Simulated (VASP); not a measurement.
Wanted: the native input for a VASP 6.6.1 run.

| Property | Result |
| --- | --- |
| Task | single point |
| Functional | PBE |
| Potentials or basis | VASP PAW PBE potentials, release 64 (Ru_pv, Au) |
| Cutoff | 520 eV |
| k mesh | 8 × 8 × 8 |
| Occupations | fermi-dirac, width 0.05 eV |
| Spin | no spin polarisation |
| Dipole correction | no |
| Further INCAR settings | ALGO = Normal; EDIFF = 1e-06; NBANDS = 20 |

The structure of RuAu lies in POSCAR:

```
RuAu
1.0
    3.1435690244      0.0000000000      0.0000000000
    0.0000000000      3.1435690244      0.0000000000
    0.0000000000      0.0000000000      3.1435690244
Ru Au
1 1
Direct
    0.0000000000      0.0000000000      0.0000000000
    0.5000000000      0.5000000000      0.5000000000
```

These files were run (other wordings do the same):

INCAR

```
SYSTEM = RuAu
ALGO = Normal
EDIFF = 1E-6
ENCUT = 520
GGA = PE
ISIF = 2
ISMEAR = -1
LASPH = .True.
LCHARG = .False.
LREAL = .False.
LWAVE = .False.
NBANDS = 20
NELM = 100
PREC = Accurate
SIGMA = 0.05
```

KPOINTS

```
k-points
0
Gamma
  8 8 8
  0 0 0
```

Potentials or basis: VASP PAW PBE potentials, release 64 (Ru_pv, Au).

The run is started by

```sh
$ cat potpaw_PBE.64/Ru_pv/POTCAR potpaw_PBE.64/Au/POTCAR > POTCAR
$ mpirun -np 1 vasp_std > vasp.out
```

Results of the run:

```json
{"Pressure": "4.6 GPa"}
```

Wall time 20 s on 1 thread of Intel Xeon 8259CL (shared host), peak memory 0.16 GiB.
